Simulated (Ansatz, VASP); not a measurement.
## NaH in VASP and in Ansatz

```xyz
2
Lattice="0.0000 2.4101 2.4101 2.4101 0.0000 2.4101 2.4101 2.4101 0.0000" Properties=species:S:1:pos:R:3 pbc="T T T"
Na    0.0000    0.0000    0.0000
H     2.4101    2.4101    2.4101
```

Alike in both runs: task relaxation of cell and atoms; functional PBE; k mesh 8 × 8 × 8; occupations gaussian, width 0.02 eV; no spin polarisation.

|  | VASP | Ansatz |
| --- | --- | --- |
| version | VASP 6.6.1 | Ansatz 0.2.0 |
| potentials or method | VASP PAW PBE potentials, release 64 (Na_pv, H), cutoff 600 eV | scalar-relativistic, plane waves, PAW |
| valence electrons in the cell | 8 | 10 |

|  | VASP | Ansatz | Ansatz less VASP |
| --- | --- | --- | --- |
| gap on the k mesh at the Fermi level, each at its own relaxed structure (eV) | 3.77 | 3.76 | -0.009 |
| relaxed volume (Å³/atom) | 14.00 | 14.09 | +0.089 |
| relaxed length of the cell vector where the two differ most in proportion (Å) | 3.408 | 3.416 | +0.0072 |

VASP's potentials hold 8 valence electrons a cell and Ansatz's 10, so a difference there can come from the potentials and not from the codes.

Noted on VASP's run: the relaxation stopped at its first step, so nothing moved.
